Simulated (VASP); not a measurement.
# Al3H in VASP: relaxation of the atoms with PBE

Aim: the relaxation of the atoms of Al3H with PBE.

Everything below comes from runs of VASP 6.6.1. Logs are shortened: lines on timing, memory, paths and dates and some standing lists are left out, and cuts for length are marked.

### Step 1. The cell of the first run

The cell holds a slab with vacuum, 4 atoms: a = 2.857 Å, b = 2.857 Å, c = 20.101 Å, α = 90.00°, β = 90.00°, γ = 120.00°.

### Step 2. Relaxation of the atoms, PBE

File INCAR:

```
  PREC = Accurate
  ENCUT = 450
  EDIFF = 1E-7
  ISMEAR = 0
  SIGMA = 0.1
  LREAL = F
  LASPH = T
  NELM = 120
  ALGO = Normal
  ISIF = 2
  LWAVE = F
  LCHARG = F
  LDIPOL = T
  IDIPOL = 3
  DIPOL = 0.5 0.5 0.350
  GGA = PE
  IBRION = 2
  NSW = 36
  EDIFFG = -0.025
  GGA_COMPAT = F
  NELMIN = 4
  NELMDL = -8
```

File KPOINTS:

```
regular mesh
0
Gamma
  9 9 1
```

File POSCAR:

```
Al3H
1.0
    2.8567582918      0.0000000000      0.0000000000
   -1.4283791459      2.4740252532      0.0000000000
    0.0000000000      0.0000000000     20.1013782055
Al H
3 1
Selective dynamics
Direct
    0.6666666667      0.3333333333      0.1989913308  F F F
    0.3333333333      0.6666666667      0.3134471548  F F F
    0.0000000000      0.0000000000      0.4278999240  F F F
    0.0000000000      0.5000000000      0.4608627180  F F T
```

Potentials or basis: VASP PAW PBE potentials, release 64 (Al, H).

Command:

```bash
$ cat potpaw_PBE.64/Al/POTCAR potpaw_PBE.64/H/POTCAR > POTCAR
$ mpirun -np 1 vasp_std > vasp.out
```

OUTCAR:

```text
PREC = Accurate
   ENCUT = 450
   EDIFF = 1E-7
   ISMEAR = 0
   LREAL = F
   LASPH = T
   NELM = 120
   ISIF = 2
   GGA = PE
   IBRION = 2
   NSW = 36
   EDIFFG = -0.025
   NELMIN = 4
   NELMDL = -8

 ion  position               nearest neighbor table
   1  0.667  0.333  0.199-   2 2.83   2 2.83   2 2.83
   2  0.333  0.667  0.313-   3 2.83   3 2.83   3 2.83   1 2.83   1 2.83   1 2.83
   3  0.000  0.000  0.428-   4 1.57   4 1.57   2 2.83   2 2.83   2 2.83
   4  0.000  0.500  0.461-   3 1.57   3 1.57

  LATTYP: Found a hexagonal cell.
 ALAT       =     2.8567582918
 C/A-ratio  =     7.0364294603

  Lattice vectors:

 A1 = (   2.8567582918,   0.0000000000,   0.0000000000)
 A2 = (  -1.4283791459,   2.4740252532,   0.0000000000)
 A3 = (   0.0000000000,   0.0000000000,  20.1013782055)

Analysis of symmetry for initial positions (statically):
=====================================================================
 Subroutine PRICEL returns:
 Original cell was already a primitive cell.

 Routine SETGRP: Setting up the symmetry group for a
 hexagonal supercell.

 Subroutine GETGRP returns: Found  2 space group operations
 (whereof  2 operations were pure point group operations)
 out of a pool of 24 trial point group operations.

The static configuration has the point symmetry C_1h.

Analysis of symmetry for dynamics (positions and initial velocities):
=====================================================================
 Subroutine PRICEL returns:
 Original cell was already a primitive cell.

 Routine SETGRP: Setting up the symmetry group for a
 hexagonal supercell.

 Subroutine GETGRP returns: Found  2 space group operations
 (whereof  2 operations were pure point group operations)
 out of a pool of 24 trial point group operations.

The dynamic configuration has the point symmetry C_1h.

Analysis of constrained symmetry for selective dynamics:
=====================================================================
 Subroutine PRICEL returns:
 Original cell was already a primitive cell.

 Routine SETGRP: Setting up the symmetry group for a
 hexagonal supercell.

 Subroutine GETGRP returns: Found  2 space group operations
 (whereof  2 operations were pure point group operations)
 out of a pool of 24 trial point group operations.

The constrained configuration has the point symmetry C_1h.

 Subroutine INISYM returns: Found  2 space group operations
 (whereof  2 operations are pure point group operations),
 and found     1 'primitive' translations

----------------------------------------------------------------------------------------

                                     Primitive cell

  volume of cell :     142.0704

  direct lattice vectors                    reciprocal lattice vectors
     2.856758292  0.000000000  0.000000000     0.350047116  0.202099796  0.000000000
    -1.428379146  2.474025253  0.000000000     0.000000000  0.404199593  0.000000000
     0.000000000  0.000000000 20.101378206     0.000000000  0.000000000  0.049747833

  length of vectors
     2.856758292  2.856758292 20.101378206     0.404199593  0.404199593  0.049747833

  position of ions in fractional coordinates (direct lattice)
     0.666666667  0.333333333  0.198991331
     0.333333333  0.666666667  0.313447155
     0.000000000  0.000000000  0.427899924
     0.000000000  0.500000000  0.460862718

  ion indices of the primitive-cell ions
   primitive index   ion index
                 1           1
                 2           2
                 3           3
                 4           4

----------------------------------------------------------------------------------------

[... 25 lines left out ...]
            Coordinates               Weight
  0.000000  0.000000  0.000000      1.000000
  0.111111  0.000000  0.000000      2.000000
  0.000000  0.111111  0.000000      4.000000
  0.222222  0.000000  0.000000      2.000000
  0.000000  0.222222  0.000000      4.000000
  0.333333  0.000000  0.000000      2.000000
[... 16 lines left out ...]
 -0.222222 -0.444444  0.000000      4.000000
  0.444444  0.333333  0.000000      4.000000
   k-points           NKPTS =     25   k-points in BZ     NKDIM =     25   number of bands    NBANDS=      9
   number of dos      NEDOS =    301   number of ions     NIONS =      4
   total plane-waves  NPLWV =  56000
   dimension x,y,z NGX =    20 NGY =   20 NGZ =  140
   dimension x,y,z NGXF=    40 NGYF=   40 NGZF=  280
   ions per type =               3   1
   NGX,Y,Z   is equivalent  to a cutoff of  11.64, 11.64, 11.58 a.u.
   NGXF,Y,Z  is equivalent  to a cutoff of  23.28, 23.28, 23.16 a.u.
 SYSTEM =  unknown system
   PREC   = accura    normal or accurate (medium, high low for compatibility)
   ISTART =      0    job   : 0-new  1-cont  2-samecut
   ICHARG =      2    charge: 1-file 2-atom 10-const
   ISPIN  =      1    spin polarized calculation?
   LNONCOLLINEAR =      F non collinear calculations
   LSORBIT =      F    spin-orbit coupling
   LASPH  =      T    aspherical Exc in radial PAW
   ENCUT  =  450.0 eV  33.07 Ry    5.75 a.u.   4.94  4.94 34.77*2*pi/ulx,y,z
   NELM   =    120;   NELMIN=  4; NELMDL= -8     # of ELM steps
   EDIFF  = 0.1E-06   stopping-criterion for ELM
   LREAL  =      F    real-space projection
   EDIFFG = -.3E-01   stopping-criterion for IOM
   NSW    =     36    number of steps for IOM
   IBRION =      2    ionic relax: 0-MD 1-quasi-New 2-CG
   NFREE  =      1    steps in history (QN), initial steepest desc. (CG)
   ISIF   =      2    stress and relaxation
   ISYM   =      2    0-nonsym 1-usesym 2-fastsym
   POTIM  = 0.5000    time-step for ionic-motion
   TEBEG  =    0.0;   TEEND  =   0.0 temperature during run
   PSTRESS=    0.0 pullay stress
   NELECT =      10.0000    total number of electrons
   NUPDOWN=      -1.0000    fix difference up-down
   EMIN   =  10.00;   EMAX   =-10.00  energy-range for DOS
   EFERMI =   0.00;   METHOD = LEGACY
   ISMEAR =     0;   SIGMA  =   0.10  broadening in eV -4-tet -1-fermi 0-gaus
   EFERMI_NEDOS =   21; number of points for ismear=-14 and -15
   IALGO  =     38    algorithm
   IMIX   =      4    mixing-type and parameters
     AMIX     =   0.40;   BMIX     =  1.00
     AMIX_MAG =   1.60;   BMIX_MAG =  1.00
  volume/ion in A,a.u.               =      35.52       239.68
  Fermi-wavevector in a.u.,A,eV,Ry     =   0.675938  1.277338  6.216400  0.456892
  Thomas-Fermi vector in A             =   1.753103
   LORBIT       =      0    0 simple, 1 ext, 2 COOP (PROOUT), +10 PAW based schemes
   GGA     = PE    functional components
   LHFCALC =     F    Hartree Fock is set to
   AEXX    =    0.0000 exact exchange contribution
   IVDW    =     0    specifies the selected vdW correction
   LEPSILON=     F    determine dielectric tensor
   LRPA    =     F    only Hartree local field effects (RPA)
 conjugate gradient relaxation of ions
 non-spin polarized calculation
 Gauss-broadening in eV      SIGMA  =   0.10
  energy-cutoff  :      450.00
  volume of cell :      142.07
 maximum number of plane-waves:      3141
   NGX =  9   NGY =  9   NGZ = 69

--------------------------------------- Ionic step        1  -------------------------------------------

 number of electron      10.0000002 magnetization

 Free energy of the ion-electron system (eV)
  ---------------------------------------------------
  ext. energy  EPLUGINS =         0.00000000
  ---------------------------------------------------
  free energy    TOTEN  =       -13.00578997 eV

  energy without entropy =      -13.00024141  energy(sigma->0) =      -13.00301569

------------------------ aborting loop because EDIFF is reached ----------------------------------------

  FORCE on cell =-STRESS in cart. coord.  units (eV):
  Direction    XX          YY          ZZ          XY          YZ          ZX
  --------------------------------------------------------------------------------------
  -------------------------------------------------------------------------------------
  Total        1.4935171      3.8638588      1.1567462     -2.0527761     -0.1219590     -0.2112392
  in kB       16.8429180     43.5740949     13.0450341    -23.1498783     -1.3753745     -2.3822186
  external PRESSURE =      24.4873490 kB  Pullay stress =       0.0000000 kB
[... 57 lines left out ...]
  FREE ENERGIE OF THE ION-ELECTRON SYSTEM (eV)
  ---------------------------------------------------
  free  energy   TOTEN  =       -13.2040283799 eV

  energy  without entropy=      -13.1983125364  energy(sigma->0) =      -13.20117046

 dipolmoment           0.000000      0.000000     -0.025632 electrons x Angstroem

--------------------------------------- Ionic step        3  -------------------------------------------

 number of electron       9.9999999 magnetization

------------------------ aborting loop because EDIFF is reached ----------------------------------------
[... 71 lines left out ...]
--------------------------------------- Ionic step        5  -------------------------------------------

 number of electron      10.0000000 magnetization

 dipolmoment           0.000000      0.000000      0.009363 electrons x Angstroem

 Free energy of the ion-electron system (eV)
  ---------------------------------------------------
  ext. energy  EPLUGINS =         0.00000000
  ---------------------------------------------------
  free energy    TOTEN  =       -13.49434079 eV

  energy without entropy =      -13.48288432  energy(sigma->0) =      -13.48861256

 E-fermi :   0.2350     XC(G=0):  -4.5958

 val. band max:        0.1983536625   @ k =   0.0000   0.1111   0.0000
 cond. band min:       0.3135432956   @ k =   0.3333   0.3333   0.0000
 fundamental gap:      0.1151896330
 Fermi energy:         0.2350058848

 k-point     1 :       0.0000    0.0000    0.0000
  band No.  band energies     occupation
      1     -10.6436      2.00000
      2      -9.3590      2.00000
      3      -6.9716      2.00000
      4      -3.8387      2.00000
      5      -0.0723      1.99999
      6       2.9939      0.00000
      7       3.9925      0.00000
      8       5.0962      0.00000
      9       5.3569      0.00000
[... 265 lines left out ...]
 k-point    24 :       0.4444    0.3333    0.0000
  band No.  band energies     occupation
      1      -5.5240      2.00000
      2      -4.3308      2.00000
      3      -2.6447      2.00000
      4      -1.9052      2.00000
      5      -0.5417      2.00000
      6      -0.0694      1.99998
      7       0.6624      0.00000
      8       2.0354      0.00000
      9       2.2356      0.00000

 [... further k-points ...]

------------------------ aborting loop because EDIFF is reached ----------------------------------------

 vacuum level on the upper side and lower side of the slab       (xc-potential included)         0.076        -0.239

  FORCE on cell =-STRESS in cart. coord.  units (eV):
  Direction    XX          YY          ZZ          XY          YZ          ZX
  --------------------------------------------------------------------------------------
  -------------------------------------------------------------------------------------
  Total       -0.2365156      0.2579635     -0.1185804     -0.4282315     -0.1031401     -0.1786439
  in kB       -2.6672696      2.9091454     -1.3372732     -4.8293171     -1.1631469     -2.0146295
  external PRESSURE =      -0.3651325 kB  Pullay stress =       0.0000000 kB
[... 19 lines left out ...]
  FREE ENERGIE OF THE ION-ELECTRON SYSTEM (eV)
  ---------------------------------------------------
  free  energy   TOTEN  =       -13.4943407899 eV

  energy  without entropy=      -13.4828843221  energy(sigma->0) =      -13.48861256

 reached required accuracy - stopping structural energy minimisation

 vacuum level on the upper side and lower side of the slab         4.465         4.143
```

Wall time 88 s (1 thread of AMD EPYC 9R45 (Zen 5), shared host); peak memory 0.2 GiB.

Results:

| Item | Value |
| --- | --- |
| Free energy | -13.4943 eV |
| Energy gained by relaxing | 122.1 meV/atom |
| Ionic steps | 5 |
| Band gap on the k mesh | zero (bands 5 and 6 overlap by 2.27 eV) |

Step by step:
```tsv
step	energy change (eV)	largest force on free atoms (eV/Å)	pressure (GPa)
1	0.0000	2.1399	2.45
2	-0.1982	1.6881	1.86
3	-0.4815	0.2486	0.25
4	-0.4885	0.0290	0.01
5	-0.4886	0.0081	-0.04
```

Final structure:
```
CELL_PARAMETERS angstrom
2.85676 0.00000 0.00000
-1.42838 2.47403 0.00000
0.00000 0.00000 20.10138
ATOMIC_POSITIONS crystal
Al 0.66667 0.33333 0.19899
Al 0.33333 0.66667 0.31345
Al 0.00000 0.00000 0.42790
H 0.00000 0.50000 0.48354
```
